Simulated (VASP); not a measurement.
Runs of VASP 6.6.1 on BN. The structure is that of space group F-43m (No. 216), or close to it. The cells are those of the table. 

```tsv
cell	gap on the mesh (eV)	pressure (GPa)
a = 2.444 Å, angles 60.0°, 2 atoms	4.49	(c)
a = 2.494 Å, angles 60.0°, 2 atoms	4.43	20.4
a = 2.507 Å, angles 60.0°, 2 atoms	(a)	13.4
a = 2.456 Å, angles 60.0°, 2 atoms	4.48	44.1
a = 2.532 Å, angles 60.0°, 2 atoms	(b)	0.5
```

Alike in all rows: task single point; level LDA; potentials or basis VASP PAW LDA potentials, release 64 (B, N); no spin polarisation; k mesh 12 × 12 × 12; cutoff (eV) 600; smearing gaussian 0.01 eV.

Problem. Estimate the missing entries.

Solution. (a) 4.41; (b) 4.38; (c) 53.0.

Caveats: the cell stands under pressure (at least some runs).

A k mesh can miss the band edges.
